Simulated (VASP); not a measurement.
# CuAu (Fm-3m) in VASP: notebook, part 2 of 2

VASP 6.6.1. Earlier steps stand in the parts before.

## (4) Relaxation of cell and atoms, PBE

This run uses another cell than the first one, of 17.16 Å³/atom.

Contents of INCAR:

```
SYSTEM = CuAu
PREC     = Accurate       ! precision mode
ENCUT    = 600            ! plane-wave cutoff, eV
EDIFF    = 1E-6           ! SCF threshold, eV
ISMEAR   = 0              ! smearing method
SIGMA    = 0.1            ! smearing width, eV
LREAL    = .FALSE.        ! projectors in reciprocal space
LASPH    = .TRUE.         ! aspherical terms in the spheres
NELM     = 80             ! most SCF steps
ALGO     = Fast           ! electronic algorithm
ISIF     = 3              ! what is computed and relaxed
LWAVE    = .FALSE.        ! write WAVECAR
LCHARG   = .FALSE.        ! write CHGCAR
GGA      = PE             ! functional
IBRION   = 2              ! ionic algorithm
NSW      = 100            ! ionic steps
EDIFFG   = -0.01          ! ionic threshold
```

Contents of KPOINTS:

```
Automatic mesh
0
G
  18 18 18
  0 0 0
```

Contents of POSCAR:

```
CuAu
1.0
    0.0000000000      2.5792016771      2.5792016771
    2.5792016771      0.0000000000      2.5792016771
    2.5792016771      2.5792016771      0.0000000000
Cu Au
1 1
Direct
    0.0000000000      0.0000000000      0.0000000000
    0.5000000000      0.5000000000      0.5000000000
```

Potentials or basis: VASP PAW PBE potentials, release 64 (Cu, Au).

The run is started by

```bash
$ cat potpaw_PBE.64/Cu/POTCAR potpaw_PBE.64/Au/POTCAR > POTCAR
$ mpirun -np 1 vasp_std > vasp.out
```

OUTCAR:

```text
SYSTEM = CuAu
   PREC = Accurate
   ENCUT = 600
   EDIFF = 1E-6
   ISMEAR = 0
   LREAL = .FALSE.
   LASPH = .TRUE.
   NELM = 80
   ISIF = 3
   GGA = PE
   IBRION = 2
   NSW = 100
   EDIFFG = -0.01

 ion  position               nearest neighbor table
   1  0.000  0.000  0.000-   2 2.58   2 2.58   2 2.58   2 2.58   2 2.58   2 2.58
   2  0.500  0.500  0.500-   1 2.58   1 2.58   1 2.58   1 2.58   1 2.58   1 2.58

  LATTYP: Found a face centered cubic cell.
 ALAT       =     5.1584033542

  Lattice vectors:

 A1 = (   0.0000000000,   2.5792016771,   2.5792016771)
 A2 = (   2.5792016771,   0.0000000000,   2.5792016771)
 A3 = (   2.5792016771,   2.5792016771,   0.0000000000)

Analysis of symmetry for initial positions (statically):
=====================================================================
 Subroutine PRICEL returns:
 Original cell was already a primitive cell.

 Routine SETGRP: Setting up the symmetry group for a
 face centered cubic supercell.

 Subroutine GETGRP returns: Found 48 space group operations
 (whereof 48 operations were pure point group operations)
 out of a pool of 48 trial point group operations.

The static configuration has the point symmetry O_h .

Analysis of symmetry for dynamics (positions and initial velocities):
=====================================================================
 Subroutine PRICEL returns:
 Original cell was already a primitive cell.

 Routine SETGRP: Setting up the symmetry group for a
 face centered cubic supercell.

 Subroutine GETGRP returns: Found 48 space group operations
 (whereof 48 operations were pure point group operations)
 out of a pool of 48 trial point group operations.

The dynamic configuration has the point symmetry O_h .

 Subroutine INISYM returns: Found 48 space group operations
 (whereof 48 operations are pure point group operations),
 and found     1 'primitive' translations

----------------------------------------------------------------------------------------

                                     Primitive cell

  volume of cell :      34.3152

  direct lattice vectors                    reciprocal lattice vectors
     0.000000000  2.579201677  2.579201677    -0.193858435  0.193858435  0.193858435
     2.579201677  0.000000000  2.579201677     0.193858435 -0.193858435  0.193858435
     2.579201677  2.579201677  0.000000000     0.193858435  0.193858435 -0.193858435

  length of vectors
     3.647541992  3.647541992  3.647541992     0.335772658  0.335772658  0.335772658

  position of ions in fractional coordinates (direct lattice)
     0.000000000  0.000000000  0.000000000
     0.500000000  0.500000000  0.500000000

  ion indices of the primitive-cell ions
   primitive index   ion index
                 1           1
                 2           2

----------------------------------------------------------------------------------------

 KPOINTS: Automatic mesh

Automatic generation of k-mesh.
 Grid dimensions read from file:
 generate k-points for:   18   18   18

 Generating k-lattice:

  Cartesian coordinates                     Fractional coordinates (reciprocal lattice)
    -0.010769913  0.010769913  0.010769913     0.055555556  0.000000000  0.000000000
[... 44 lines left out ...]
   dimension x,y,z NGX =    30 NGY =   30 NGZ =   30
   dimension x,y,z NGXF=    60 NGYF=   60 NGZF=   60
   ions per type =               1   1
   NGX,Y,Z   is equivalent  to a cutoff of  13.67, 13.67, 13.67 a.u.
   NGXF,Y,Z  is equivalent  to a cutoff of  27.35, 27.35, 27.35 a.u.
 SYSTEM =  CuAu
   PREC   = accura    normal or accurate (medium, high low for compatibility)
   ISTART =      0    job   : 0-new  1-cont  2-samecut
   ICHARG =      2    charge: 1-file 2-atom 10-const
   ISPIN  =      1    spin polarized calculation?
   LNONCOLLINEAR =      F non collinear calculations
   LSORBIT =      F    spin-orbit coupling
   LASPH  =      T    aspherical Exc in radial PAW
   ENCUT  =  600.0 eV  44.10 Ry    6.64 a.u.   7.29  7.29  7.29*2*pi/ulx,y,z
   NELM   =     80;   NELMIN=  2; NELMDL= -5     # of ELM steps
   EDIFF  = 0.1E-05   stopping-criterion for ELM
   LREAL  =      F    real-space projection
   EDIFFG = -.1E-01   stopping-criterion for IOM
   NSW    =    100    number of steps for IOM
   IBRION =      2    ionic relax: 0-MD 1-quasi-New 2-CG
   NFREE  =      1    steps in history (QN), initial steepest desc. (CG)
   ISIF   =      3    stress and relaxation
   ISYM   =      2    0-nonsym 1-usesym 2-fastsym
   POTIM  = 0.5000    time-step for ionic-motion
   TEBEG  =    0.0;   TEEND  =   0.0 temperature during run
   PSTRESS=    0.0 pullay stress
   NELECT =      22.0000    total number of electrons
   NUPDOWN=      -1.0000    fix difference up-down
   EMIN   =  10.00;   EMAX   =-10.00  energy-range for DOS
   EFERMI =   0.00;   METHOD = LEGACY
   ISMEAR =     0;   SIGMA  =   0.10  broadening in eV -4-tet -1-fermi 0-gaus
   EFERMI_NEDOS =   21; number of points for ismear=-14 and -15
   IALGO  =     68    algorithm
   IMIX   =      4    mixing-type and parameters
     AMIX     =   0.40;   BMIX     =  1.00
     AMIX_MAG =   1.60;   BMIX_MAG =  1.00
  volume/ion in A,a.u.               =      17.16       115.79
  Fermi-wavevector in a.u.,A,eV,Ry     =   1.411629  2.667591 27.112262  1.992695
  Thomas-Fermi vector in A             =   2.533460
   LORBIT       =      0    0 simple, 1 ext, 2 COOP (PROOUT), +10 PAW based schemes
   GGA     = PE    functional components
   LHFCALC =     F    Hartree Fock is set to
   AEXX    =    0.0000 exact exchange contribution
   IVDW    =     0    specifies the selected vdW correction
   LEPSILON=     F    determine dielectric tensor
   LRPA    =     F    only Hartree local field effects (RPA)
 conjugate gradient relaxation of ions
 non-spin polarized calculation
 RMM-DIIS sequential band-by-band and
 Gauss-broadening in eV      SIGMA  =   0.10
  energy-cutoff  :      600.00
  volume of cell :       34.32
 maximum number of plane-waves:      1167
 NGX is ok and might be reduce to    30
   NGX = 15   NGY = 15   NGZ = 15

 number of electron      22.0000001 magnetization

 Free energy of the ion-electron system (eV)
  ---------------------------------------------------
  ext. energy  EPLUGINS =         0.00000000
  ---------------------------------------------------
  free energy    TOTEN  =        -6.49085896 eV

  energy without entropy =       -6.48753247  energy(sigma->0) =       -6.48919571

 E-fermi :   6.1748     XC(G=0): -11.6154

 val. band max:        6.1480100885   @ k =   0.5000   0.1667   0.0000
 cond. band min:       6.2097927494   @ k =  -0.3889   0.3333   0.0556
 fundamental gap:      0.0617826609
 Fermi energy:         6.1747622510

 k-point     1 :       0.0000    0.0000    0.0000
  band No.  band energies     occupation
      1      -1.7942      2.00000
      2       1.4219      2.00000
      3       1.4219      2.00000
      4       1.7931      2.00000
      5       1.7931      2.00000
      6       1.7931      2.00000
      7       4.9704      2.00000
      8       4.9704      2.00000
      9       4.9704      2.00000
     10       5.7196      2.00000
     11       5.7196      2.00000
     12      15.0494      0.00000
     13      15.0494      0.00000
     14      15.0494      0.00000
[... 401 lines left out ...]
      2       1.6457      2.00000
      3       1.7368      2.00000
      4       1.7993      2.00000
      5       2.1955      2.00000
      6       2.3176      2.00000
      7       4.6267      2.00000
      8       4.7309      2.00000
      9       4.7629      2.00000
     10       4.8159      2.00000
     11       5.1040      2.00000
     12      10.3716      0.00000
     13      14.6346      0.00000
     14      16.6815      0.00000
     15      17.7015      0.00000

 [... further k-points ...]

------------------------ aborting loop because EDIFF is reached ----------------------------------------

  FORCE on cell =-STRESS in cart. coord.  units (eV):
  Direction    XX          YY          ZZ          XY          YZ          ZX
  --------------------------------------------------------------------------------------
  -------------------------------------------------------------------------------------
  Total        0.0024826      0.0024826      0.0024826      0.0000000      0.0000000      0.0000000
  in kB        0.1159136      0.1159136      0.1159136      0.0000000      0.0000000      0.0000000
  external PRESSURE =       0.1159136 kB  Pullay stress =       0.0000000 kB

 VOLUME and BASIS-vectors are now :
 -----------------------------------------------------------------------------
  energy-cutoff  :      600.00
  volume of cell :       34.32
      direct lattice vectors                 reciprocal lattice vectors
     0.000000000  2.579201677  2.579201677    -0.193858435  0.193858435  0.193858435
     2.579201677  0.000000000  2.579201677     0.193858435 -0.193858435  0.193858435
     2.579201677  2.579201677  0.000000000     0.193858435  0.193858435 -0.193858435

 POSITION                                       TOTAL-FORCE (eV/Angst)
 -----------------------------------------------------------------------------------
      0.00000      0.00000      0.00000         0.000000      0.000000      0.000000
      2.57920      2.57920      2.57920        -0.000000     -0.000000     -0.000000
 -----------------------------------------------------------------------------------
    total drift:                               -0.000000      0.000000      0.000000

  FREE ENERGIE OF THE ION-ELECTRON SYSTEM (eV)
  ---------------------------------------------------
  free  energy   TOTEN  =        -6.4908589612 eV

  energy  without entropy=       -6.4875324674  energy(sigma->0) =       -6.48919571

 reached required accuracy - stopping structural energy minimisation
```

Run time: 4.1 min. Hardware: 1 thread of Intel Xeon 8259CL, shared host; peak memory 0.28 GiB.

Results:

```yaml
Free_energy: -6.4909 eV
Pressure_after_relaxing: 0.0 GPa
Band_gap_on_the_k_mesh: zero (bands 11 and 12 overlap by 2.45 eV)
```

Final structure:
```
CELL_PARAMETERS angstrom
0.00000 2.57920 2.57920
2.57920 0.00000 2.57920
2.57920 2.57920 0.00000
ATOMIC_POSITIONS crystal
Cu 0.00000 0.00000 0.00000
Au 0.50000 0.50000 0.50000
```

Caveat: the relaxation stopped at its first step, so nothing moved; spin-orbit coupling is left out, which moves the levels of the heavy elements.

## (5) The runs side by side

```csv
task,cell,k mesh,cutoff (eV),gap on the mesh (eV),pressure (GPa)
relaxation of cell and atoms,"relaxed from a = 3.499 Å, angles 60.0°, 2 atoms",6 × 6 × 6,600,none,-0.2
single point,"a = 3.646 Å, angles 60.0°, 2 atoms",18 × 18 × 18,520,none,0.0
relaxation of cell and atoms,"relaxed from a = 3.648 Å, angles 60.0°, 2 atoms",18 × 18 × 18,600,none,0.0
```

Alike in all rows: level PBE; potentials or basis VASP PAW PBE potentials, release 64 (Cu, Au); no spin polarisation; smearing gaussian 0.1 eV.

Caveats: some runs use coarse meshes; spin-orbit coupling is left out, which moves the levels of the heavy elements; the relaxation stopped at its first step, so nothing moved (at least some runs).

Total energies depend on the potentials used, so only differences within one code and one set of settings carry meaning.

The gap in the log of VASP goes by the Fermi energy; the results here count the filled bands.